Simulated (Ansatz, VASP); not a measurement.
## Two plane-wave programs on N

```
CELL_PARAMETERS angstrom
3.62900 0.00000 0.00000
-1.81450 3.14281 0.00000
0.00000 0.00000 5.89000
ATOMIC_POSITIONS crystal
N 0.33333 0.66667 0.21604
N 0.66667 0.33333 0.75000
```

Alike in both runs: task single point; functional r2SCAN; k mesh 6 × 6 × 4; occupations gaussian, width 0.05 eV; collinear spin.

|  | VASP | Ansatz |
| --- | --- | --- |
| version | VASP 6.6.1 | Ansatz 0.2.0 |
| potentials or method | VASP PAW PBE potentials, release 64 (N), cutoff 520 eV | scalar-relativistic, plane waves, PAW |
| valence electrons in the cell | 10 | 10 |

```csv
,VASP,Ansatz,Ansatz less VASP
gap on the k mesh at the Fermi level (eV),3.92,3.92,-0.003
least direct gap on the mesh (eV),3.92,3.92,-0.003
pressure (GPa),0.2,0.4,+0.15
rms of the force components (eV/Å),0.027,0.027,-0.0005
net moment per atom (μB),3.00,3.00,0.000
size of the moment on the site where the two differ most (μB),1.99,2.88,+0.891
```

VASP's potentials were made for PBE, not for r2SCAN. Site moments also hang on the region over which each program counts them. Atom by atom the forces differ by 0.000 eV/Å (rms over components). Ansatz's warnings: stability check not made.
